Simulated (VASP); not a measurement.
# HfGe3 (Pm-3m) in VASP: further runs, part 2 of 2

VASP 6.6.1. The steps go on from the part before.

## 5. Single point, PBE (18.01 Å³/atom)

This run uses another cell than the first one, of 18.01 Å³/atom.

INCAR

```
SYSTEM = HfGe3
ALGO = Normal
EDIFF = 1E-6
ENCUT = 520
GGA = PE
ISIF = 2
ISMEAR = 0
LASPH = .TRUE.
LCHARG = .TRUE.
LELF = .TRUE.
LREAL = .FALSE.
LVHAR = .TRUE.
LWAVE = .FALSE.
NBANDS = 34
NELM = 100
PREC = Accurate
SIGMA = 0.05
```

KPOINTS

```
k-points
0
G
  8 8 8
  0 0 0
```

POSCAR

```
HfGe3
1.0
    4.1612724345      0.0000000000      0.0000000000
    0.0000000000      4.1612724345      0.0000000000
    0.0000000000      0.0000000000      4.1612724345
Hf Ge
1 3
Direct
    0.0000000000      0.0000000000      0.0000000000
    0.0000000000      0.5000000000      0.5000000000
    0.5000000000      0.5000000000      0.0000000000
    0.5000000000      0.0000000000      0.5000000000
```

Run with:

```bash
> cat potpaw_PBE.64/Hf_pv/POTCAR potpaw_PBE.64/Ge_d/POTCAR > POTCAR
> mpirun -np 1 vasp_std > vasp.out
```

Run time: 48 s. Hardware: 1 thread of Intel Xeon 6975P-C (Granite Rapids), shared host; peak memory 0.22 GiB.

Results (log left out):

```yaml
Free_energy: -23.6579 eV
Pressure: 1.6 GPa
Band_gap_on_the_k_mesh: zero (bands 26 and 27 overlap by 1.64 eV)
```

Levels at points of the mesh, in eV from the Fermi level:
```tsv
k point	band 22	band 23	band 24	band 25	band 26	band 27	band 28	band 29	band 30	band 31
(0.00, 0.00, 0.00)	-3.98	-3.98	-3.98	0.39	0.39	0.39	0.54	1.48	1.48	1.94
(0.50, 0.00, 0.00)	-3.91	-3.91	-3.34	-0.85	-0.85	-0.71	0.32	0.63	1.99	2.56
(0.50, 0.50, 0.00)	-6.59	-2.66	-2.66	-1.21	-0.50	0.28	0.28	0.84	1.25	2.87
(0.50, 0.50, 0.50)	-6.27	-4.82	-4.82	-4.82	-0.66	1.82	1.82	3.00	3.00	3.00
```

Caveat: spin-orbit coupling is left out, which moves the levels of the heavy elements.

## 6. Single point, PBE (18.16 Å³/atom)

This run uses another cell than the first one, of 18.16 Å³/atom.

INCAR

```
PREC = Accurate ; ENCUT = 520
EDIFF = 1E-7 ; ISMEAR = 0
SIGMA = 0.05 ; LREAL = F
LASPH = T ; NELM = 100
ALGO = Normal ; ISIF = 2
LWAVE = F ; LCHARG = F
GGA = PE ; NBANDS = 34
```

KPOINTS

```
regular mesh
0
Gamma
  8 8 8
```

POSCAR

```
HfGe3
1.0
    4.1724369044      0.0000000000      0.0000000000
    0.0000000000      4.1724369044      0.0000000000
    0.0000000000      0.0000000000      4.1724369044
Hf Ge
1 3
Direct
    0.0000000000      0.0000000000      0.0000000000
    0.0000000000      0.5000000000      0.5000000000
    0.5000000000      0.5000000000      0.0000000000
    0.5000000000      0.0000000000      0.5000000000
```

Potentials or basis: VASP PAW PBE potentials, release 64 (Hf_pv, Ge_d).

Run with:

```bash
> cat potpaw_PBE.64/Hf_pv/POTCAR potpaw_PBE.64/Ge_d/POTCAR > POTCAR
> mpirun -np 1 vasp_std > vasp.out
```

OUTCAR:

```text
PREC = Accurate
   ENCUT = 520
   EDIFF = 1E-7
   ISMEAR = 0
   LREAL = F
   LASPH = T
   NELM = 100
   ISIF = 2
   GGA = PE

 ion  position               nearest neighbor table
   1  0.000  0.000  0.000-   2 2.95   3 2.95   4 2.95   2 2.95   4 2.95   2 2.95   3 2.95   2 2.95
                             3 2.95   4 2.95   4 2.95   3 2.95
   2  0.000  0.500  0.500-   1 2.95   1 2.95   1 2.95   1 2.95
   3  0.500  0.500  0.000-   1 2.95   1 2.95   1 2.95   1 2.95
   4  0.500  0.000  0.500-   1 2.95   1 2.95   1 2.95   1 2.95

  LATTYP: Found a simple cubic cell.
 ALAT       =     4.1724369044

  Lattice vectors:

 A1 = (   4.1724369044,   0.0000000000,   0.0000000000)
 A2 = (   0.0000000000,   4.1724369044,   0.0000000000)
 A3 = (   0.0000000000,   0.0000000000,   4.1724369044)

Analysis of symmetry for initial positions (statically):
=====================================================================
 Subroutine PRICEL returns:
 Original cell was already a primitive cell.

 Routine SETGRP: Setting up the symmetry group for a
 simple cubic supercell.

 Subroutine GETGRP returns: Found 48 space group operations
[... 169 lines left out ...]

 E-fermi :   7.5734     XC(G=0): -11.7066

 val. band max:        7.5244669953   @ k =   0.5000   0.3750   0.1250
 cond. band min:       7.5786206954   @ k =   0.5000   0.3750   0.0000
 fundamental gap:      0.0541537002
 Fermi energy:         7.5733792412

 k-point     1 :       0.0000    0.0000    0.0000
  band No.  band energies     occupation
      1     -24.2305      2.00000
      2     -24.2305      2.00000
      3     -24.2305      2.00000
      4     -17.4213      2.00000
      5     -17.4085      2.00000
      6     -17.4085      2.00000
[... 877 lines left out ...]
     33      12.8598      0.00000
     34      13.7612      0.00000

 [... further k-points ...]

------------------------ aborting loop because EDIFF is reached ----------------------------------------

  FORCE on cell =-STRESS in cart. coord.  units (eV):
  Direction    XX          YY          ZZ          XY          YZ          ZX
  --------------------------------------------------------------------------------------
  -------------------------------------------------------------------------------------
  Total        0.3753848      0.3753848      0.3753848     -0.0000000     -0.0000000      0.0000000
  in kB        8.2797629      8.2797629      8.2797629     -0.0000000     -0.0000000      0.0000000
  external PRESSURE =       8.2797629 kB  Pullay stress =       0.0000000 kB

 VOLUME and BASIS-vectors are now :
 -----------------------------------------------------------------------------
  energy-cutoff  :      520.00
  volume of cell :       72.64
      direct lattice vectors                 reciprocal lattice vectors
     4.172436904  0.000000000  0.000000000     0.239668094  0.000000000  0.000000000
     0.000000000  4.172436904  0.000000000     0.000000000  0.239668094  0.000000000
     0.000000000  0.000000000  4.172436904     0.000000000  0.000000000  0.239668094

 POSITION                                       TOTAL-FORCE (eV/Angst)
 -----------------------------------------------------------------------------------
      0.00000      0.00000      0.00000         0.000000      0.000000      0.000000
      0.00000      2.08622      2.08622         0.000000      0.000000      0.000000
      2.08622      2.08622      0.00000         0.000000      0.000000      0.000000
      2.08622      0.00000      2.08622         0.000000      0.000000      0.000000
 -----------------------------------------------------------------------------------
    total drift:                                0.000000     -0.000000     -0.000000

  FREE ENERGIE OF THE ION-ELECTRON SYSTEM (eV)
  ---------------------------------------------------
  free  energy   TOTEN  =       -23.6625609013 eV

  energy  without entropy=      -23.6600044238  energy(sigma->0) =      -23.66128266
```

OSZICAR:

```text
N       E                     dE             d eps       ncg     rms          rms(c)
DAV:   1     0.421528643839E+03    0.42153E+03   -0.25614E+04  2954   0.400E+03
DAV:   2     0.444791853436E+02   -0.37705E+03   -0.36632E+03  2380   0.737E+02
DAV:   3    -0.215454593667E+02   -0.66025E+02   -0.65100E+02  2712   0.188E+02
DAV:   4    -0.246150307875E+02   -0.30696E+01   -0.30238E+01  2820   0.436E+01
DAV:   5    -0.246812801752E+02   -0.66249E-01   -0.66034E-01  2800   0.690E+00    0.332E+01
DAV:   6    -0.237487106167E+02    0.93257E+00   -0.25102E+00  3152   0.520E+00    0.217E+01
DAV:   7    -0.236626693881E+02    0.86041E-01   -0.47151E-01  2810   0.583E+00    0.541E+00
DAV:   8    -0.236653119942E+02   -0.26426E-02   -0.46751E-02  2622   0.193E+00    0.103E+00
DAV:   9    -0.236626307015E+02    0.26813E-02   -0.12318E-02  2992   0.129E+00    0.346E-01
DAV:  10    -0.236625696827E+02    0.61019E-04   -0.88633E-04  2836   0.323E-01    0.358E-02
DAV:  11    -0.236625602085E+02    0.94742E-05   -0.55970E-05  3026   0.906E-02    0.190E-02
DAV:  12    -0.236625608430E+02   -0.63444E-06   -0.41561E-06  2638   0.166E-02    0.396E-03
DAV:  13    -0.236625609013E+02   -0.58371E-07   -0.40100E-07  2572   0.426E-03
   1 F= -.23662561E+02 E0= -.23661283E+02  d E =-.255648E-02
```

Wall time 54 s (1 thread of Intel Xeon 6975P-C (Granite Rapids), shared host); peak memory 0.22 GiB.

What came out:

* Free energy: -23.6626 eV
* Pressure: 0.8 GPa
* Band gap on the k mesh: zero (bands 26 and 27 overlap by 1.62 eV)

Caveat: spin-orbit coupling is left out, which moves the levels of the heavy elements.

## 7. Summary

| cell | gap on the mesh (eV) | pressure (GPa) |
| --- | --- | --- |
| a = 4.111 Å, 4 atoms | none | 5.5 |
| a = 4.133 Å, 4 atoms | none | 3.8 |
| a = 4.142 Å, 4 atoms | none | 3.1 |
| a = 4.161 Å, 4 atoms | none | 1.6 |
| a = 4.172 Å, 4 atoms | none | 0.8 |

Alike in all rows: task single point; level PBE; potentials or basis VASP PAW PBE potentials, release 64 (Hf_pv, Ge_d); no spin polarisation; k mesh 8 × 8 × 8; cutoff (eV) 520; smearing gaussian 0.05 eV.

Caveats: spin-orbit coupling is left out, which moves the levels of the heavy elements; the cell stands under pressure (at least some runs).

Absolute energies hang on the potentials; compare differences alone.

The gap in the log of VASP goes by the Fermi energy; the results here count the filled bands.